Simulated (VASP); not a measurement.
The system is MgB.

```
Mg B
1.0
     4.52614    0.00000    0.00000
     0.00000    4.52614    0.00000
     0.00000    0.00000    4.52614
Mg B
4 4
Direct
  0.13400 0.13400 0.13400
  0.36600 0.86600 0.63400
  0.63400 0.36600 0.86600
  0.86600 0.63400 0.36600
  0.84450 0.84450 0.84450
  0.65550 0.15550 0.34450
  0.34450 0.65550 0.15550
  0.15550 0.34450 0.65550
```

| Quantity | Value |
| --- | --- |
| Program | VASP 6.6.1 |
| Task | relaxation of cell and atoms |
| Functional | PBE |
| Potentials or basis | VASP PAW PBE potentials, release 64 (Mg, B) |
| Cutoff | 600 eV |
| k mesh | 4 × 4 × 4 |
| Occupations | gaussian, width 0.1 eV |
| Spin | no spin polarisation |

At the start: pressure 14.6 GPa; volume 11.59 Å³/atom.

**Question.** How do energy, volume and symmetry change on relaxing?

**Answer.** Over 9 steps the energy falls by 110.6 meV/atom and the volume is 13.18 Å³/atom (+13.7 %); space group P2_13 (No. 198, to 0.1 Å) before and after.

Step by step:
```tsv
step	energy change (eV)	largest force (eV/Å)	pressure (GPa)	volume (Å³)
1	0.0000	1.1822	14.57	92.72
2	-0.7242	0.4889	-0.97	107.60
3	-0.7244	0.4835	-1.08	107.77
4	-0.7751	0.4137	-0.82	106.93
5	-0.8707	0.1698	0.35	104.44
6	-0.6965	0.5678	5.00	99.57
7	-0.8793	0.0853	0.87	103.65
8	-0.8800	0.0487	1.08	103.36
9	-0.8846	0.0196	-0.46	105.43
```

Final structure:
```
CELL_PARAMETERS angstrom
4.72408 0.00000 0.00000
0.00000 4.72408 0.00000
0.00000 0.00000 4.72408
ATOMIC_POSITIONS crystal
Mg 0.15954 0.15954 0.15954
Mg 0.34046 0.84046 0.65954
Mg 0.65954 0.34046 0.84046
Mg 0.84046 0.65954 0.34046
B 0.84636 0.84636 0.84636
B 0.65364 0.15364 0.34636
B 0.34636 0.65364 0.15364
B 0.15364 0.34636 0.65364
```
